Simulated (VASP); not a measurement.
Input of a VASP 6.6.1 run:

The input INCAR:

```
PREC = Accurate
ENCUT = 560
EDIFF = 1E-6
ISMEAR = 0
SIGMA = 0.1
LREAL = F
LASPH = T
NELM = 120
ALGO = Normal
ISIF = 2
LWAVE = F
LCHARG = T
GGA = PE
LELF = T
LVHAR = T
NBANDS = 22
GGA_COMPAT = F
```

Contents of KPOINTS:

```
Automatic mesh
0
Gamma
  8 8 6
```

Contents of POSCAR:

```
Re
1.0
    1.2951377040     -3.7706955642      0.0000000000
    1.2951377040      3.7706955642      0.0000000000
   -0.1099883755      0.0000000000      3.1183788104
Re
2
Direct
    0.8690000000      0.1310000000      0.2500000000
    0.1310000000      0.8690000000      0.7500000000
```

Potentials or basis: VASP PAW PBE potentials, release 64 (Re_sv_GW).

Launch:

```bash
$ cat potpaw_PBE.64/Re_sv_GW/POTCAR > POTCAR
$ mpirun -np 1 vasp_std > vasp.out
```

Task: Estimate the band gap on the k mesh.

Result: Zero (bands 15 and 16 overlap by 2.78 eV).

Task: Estimate the largest force.

Result: 0.693 eV/Å.

Forces on the atoms (eV/Å):
```
Re   0.000  0.693  0.000
Re   0.000 -0.693  0.000
```

Caveat: spin-orbit coupling is left out, which moves the levels of the heavy elements.
